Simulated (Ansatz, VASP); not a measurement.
## BN in VASP and in Ansatz

```
B N
1.0
     0.00000    1.79031    1.79031
     1.79031    0.00000    1.79031
     1.79031    1.79031    0.00000
B N
1 1
Direct
  0.00000 0.00000 0.00000
  0.25000 0.25000 0.25000
```

Alike in both runs: functional LDA; k mesh 15 × 15 × 15; occupations fermi-dirac, width 0.1 eV; no spin polarisation.

Ansatz relaxed the structure, and its values are those at the end. VASP's run is a single point on that final structure, the one shown.

|  | VASP | Ansatz |
| --- | --- | --- |
| version | VASP 6.6.1 | Ansatz 0.2.0 |
| potentials or method | VASP PAW LDA potentials, release 64 (B, N) | PAW with Ansatz's default frozen-core files, scalar-relativistic |
| plane-wave cutoff (eV) | 600 | 420 |
| valence electrons in the cell | 8 | 8 |

VASP gave:

```
gap on the k mesh at the Fermi level (eV) : 4.44
pressure (GPa)                            : 0.7
```

Task: What did Ansatz give for the same quantities?

Result: gap on the k mesh at the Fermi level (eV): 4.45; pressure (GPa): 0.0.

LDA's correlation is that of Perdew and Zunger in VASP and of Perdew and Wang (1992) in Ansatz.
